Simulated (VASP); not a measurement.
A run of VASP 6.6.1 is set up as follows.

POSCAR

```
Cs
1.0
   -3.0997259870      3.0997259870      3.0997259870
    3.0997259870     -3.0997259870      3.0997259870
    3.0997259870      3.0997259870     -3.0997259870
Cs
1
Direct
    0.0000000000      0.0000000000      0.0000000000
```

File INCAR.step1:

```
SYSTEM = Cs
  ALGO = Normal
  EDIFF = 1E-4
  ENCUT = 520
  GGA = PE
  ISMEAR = 0
  LASPH = .True.
  LCHARG = .False.
  LREAL = .False.
  LWAVE = .True.
  NBANDS = 10
  NELM = 60
  PREC = Accurate
  SIGMA = 0.05
```

Contents of INCAR.step2:

```
SYSTEM = Cs
  ALGO = Normal
  EDIFF = 1E-7
  ENCUT = 520
  ISIF = 2
  ISMEAR = 0
  ISTART = 1
  LASPH = .True.
  LCHARG = .True.
  LELF = .True.
  LMIXTAU = .True.
  LREAL = .False.
  LVHAR = .True.
  LWAVE = .False.
  METAGGA = R2SCAN
  NBANDS = 10
  NELM = 60
  PREC = Accurate
  SIGMA = 0.05
```

KPOINTS

```
k-points
0
Gamma
  10 10 10
  0 0 0
```

Potentials or basis: VASP PAW PBE potentials, release 64 (Cs_sv).

The run is started by

```bash
$ cat potpaw_PBE.64/Cs_sv/POTCAR > POTCAR
$ cp INCAR.step1 INCAR
$ mpirun -np 1 vasp_std > vasp.out
$ cp INCAR.step2 INCAR
$ mpirun -np 1 vasp_std > vasp.out
```

Problem. Predict the band gap on the k mesh.

Solution. Zero (an odd number of electrons rules out a gap without spin polarisation).

Problem. Predict the pressure.

Solution. 0.1 GPa.

Caveat: the PAW data sets were made with another functional, which shifts forces and pressure a little; spin-orbit coupling is left out, which moves the levels of the heavy elements.
